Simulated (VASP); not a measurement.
InP, 2 atoms in the cell. Symmetry: I-4m2, No. 119, tetragonal system. Conventional cell: a = 4.578 Å, b = 4.578 Å, c = 5.050 Å, α = 90.00°, β = 90.00°, γ = 90.00°. Within 3.4 Å of In (site symmetry -4m2) lie 4 P at 2.61 Å. P (site symmetry -4m2) has 4 In at 2.61 Å within 3.4 Å. 

- Program: VASP 6.6.1
- Task: single point
- Functional: PBE
- Potentials or basis: VASP PAW PBE potentials, release 64 (In_d, P)
- Cutoff: 520 eV
- k mesh: 12 × 12 × 12
- Occupations: tetrahedron
- Spin: no spin polarisation
- Dipole correction: no
- Further INCAR settings: ALGO = Normal; EDIFF = 1e-06; NBANDS = 16

Potentials or basis: VASP PAW PBE potentials, release 64 (In_d, P).

Run with:

```sh
$ cat potpaw_PBE.64/In_d/POTCAR potpaw_PBE.64/P/POTCAR > POTCAR
$ mpirun -np 1 vasp_std > vasp.out
```

Hardware: 1 thread of Intel(R) Xeon(R) Platinum 8259CL CPU @ 2.50GHz (Skylake/Cascade Lake) (shared host).

Task: Estimate the wall time of this run.

Result: Run time: 110 s on 1 thread of Intel(R) Xeon(R) Platinum 8259CL CPU @ 2.50GHz (Skylake/Cascade Lake), on a shared host, peak memory 0.28 GiB. Counts: scf iterations 13, k points 163.
